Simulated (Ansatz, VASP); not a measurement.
**CaO: VASP beside Ansatz**

```
CELL_PARAMETERS angstrom
0.00000 2.41500 2.41500
2.41500 0.00000 2.41500
2.41500 2.41500 0.00000
ATOMIC_POSITIONS crystal
Ca 0.00717 0.00717 0.00717
O 0.50000 0.50000 0.50000
```

Alike in both runs: task single point; functional PBE; k mesh 4 × 4 × 4; occupations fermi-dirac, width 0.05 eV; no spin polarisation.

```csv
,VASP,Ansatz
version,VASP 6.6.1,Ansatz 0.2.0 development build
potentials or method,"VASP PAW PBE potentials, release 64 (Ca_sv, O)","plane waves, PAW datasets (generated hard set"
plane-wave cutoff (eV),520,700
valence electrons in the cell,16,16
```

Ansatz gave:

| Item | Value |
| --- | --- |
| gap on the k mesh at the Fermi level (eV) | 3.68 |
| least direct gap on the mesh (eV) | 4.05 |
| rms of the force components (eV/Å) | 0.093 |

**Question.** Which values does VASP return?

**Answer.** gap on the k mesh at the Fermi level (eV): 3.67; least direct gap on the mesh (eV): 4.04; rms of the force components (eV/Å): 0.098.

Atom by atom the forces differ by 0.005 eV/Å (rms over components). Ansatz's warnings: cutoff auto derived.

The k mesh is coarse, so the values compare programs but aren't converged.
